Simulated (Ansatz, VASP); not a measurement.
# One calculation of TaS2, two programs

INCAR

```
SYSTEM = TaS2
ALGO     = Normal         ! electronic algorithm
EDIFF    = 1E-8           ! SCF threshold, eV
ENCUT    = 400            ! plane-wave cutoff, eV
GGA      = PE             ! functional
GGA_COMPAT= .False.      
ISIF     = 2              ! what is computed and relaxed
ISMEAR   = -1             ! smearing method
LASPH    = .True.         ! aspherical terms in the spheres
LCHARG   = .False.        ! write CHGCAR
LEFG     = .True.       
LREAL    = .False.        ! projectors in reciprocal space
LWAVE    = .False.        ! write WAVECAR
NBANDS   = 18             ! bands
NELM     = 120            ! most SCF steps
PREC     = Accurate       ! precision mode
SIGMA    = 0.03           ! smearing width, eV
```

File KPOINTS:

```
k-points
0
Gamma
  9 9 5
  0 0 0
```

File POSCAR:

```
TaS2
1.0
    3.3611317775      0.0000000000      0.0000000000
   -1.6805658888      2.9108255048      0.0000000000
    0.0000000000      0.0000000000      5.8794685816
Ta S
1 2
Direct
    0.0000000000      0.0000000000      0.0000000000
    0.3333333333      0.6666666667      0.2500000000
    0.6666666667      0.3333333333      0.7500000000
```

Input for Ansatz:

```yaml
crystal:
  lattice:
    - [3.3611317775, 0.0, 0.0]
    - [-1.6805658888, 2.9108255048, 0.0]
    - [0.0, 0.0, 5.8794685816]
  atoms:
    - { symbol: Ta, position: [0.0, 0.0, 0.0] }
    - { symbol: S, position: [0.3333333333, 0.6666666667, 0.25] }
    - { symbol: S, position: [0.6666666667, 0.3333333333, 0.75] }
kpoints:
  mp_grid: { grid: [9, 9, 5] }
scf:
  occupations: { method: fermi_dirac, width: 0.03 }
hamiltonian:
  xc: pbe
  pseudopotentials: { kind: all_electron, datasets: crystal }
output:
  forces: true
  stress: true
  eigenvalues: true
  efg: { contact_densities: true }
```

Change from the starting cell: volume scaled by 1.01, crystal datasets.

Alike in both runs: task electric field gradients; functional PBE; k mesh 9 × 9 × 5; occupations fermi-dirac, width 0.03 eV; no spin polarisation.

```csv
,VASP,Ansatz
version,VASP 6.6.1,Ansatz 0.2.0
potentials or method,"VASP PAW PBE potentials, release 64 (Ta_pv, S), cutoff 400 eV","all-electron PAW with datasets made for the crystal, scalar-relativistic"
```

```tsv
	VASP	Ansatz	Ansatz less VASP
pressure (GPa)	7.6	7.6	0.00
traceless stress, the component that is largest in VASP (GPa)	3.30	3.23	-0.065
rms of the force components (eV/Å)	0.509	0.503	-0.0065
size of Vzz on the site where it differs most (V/Å²)	134.2	166.0	+31.86
```

Atom by atom the forces differ by 0.007 eV/Å (rms over components). Ansatz ran all-electron here, and VASP with PAW potentials.

Spin-orbit coupling is off throughout.
